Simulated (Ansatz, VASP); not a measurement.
## One calculation of AgI, two programs

```
Ag I
1.0
     4.65087    0.00000    0.00000
    -2.32544    4.02777    0.00000
     0.00000    0.00000    7.52330
Ag I
2 2
Cartesian
  0.0000 2.6852 -0.0107
  2.3254 1.3426 3.7510
  0.0000 2.6852 2.8319
  2.3254 1.3426 6.5936
```

Change from the starting cell: uniaxial_z strain -1.0%.

Alike in both runs: task single point; functional r2SCAN; k mesh 6 × 6 × 4; no spin polarisation.

|  | VASP | Ansatz |
| --- | --- | --- |
| version | VASP 6.6.1 | Ansatz 0.2.0 |
| potentials or method | VASP PAW PBE potentials, release 64 (Ag, I) | plane waves, PAW |
| plane-wave cutoff (eV) | 550 | 500 |
| occupations | gaussian, width 0.01 eV | fixed |
| valence electrons in the cell | 36 | 72 |

|  | VASP | Ansatz | Ansatz less VASP |
| --- | --- | --- | --- |
| gap on the k mesh at the Fermi level (eV) | 1.84 | 1.87 | +0.032 |
| pressure (GPa) | 0.2 | 0.3 | +0.11 |
| traceless stress, the component that is largest in VASP (GPa) | 0.11 | 0.10 | -0.004 |

VASP's potentials were made for PBE, not for r2SCAN. VASP's potentials hold 36 valence electrons a cell and Ansatz's 72, so a difference there can come from the potentials and not from the codes.

Spin-orbit coupling is off throughout.
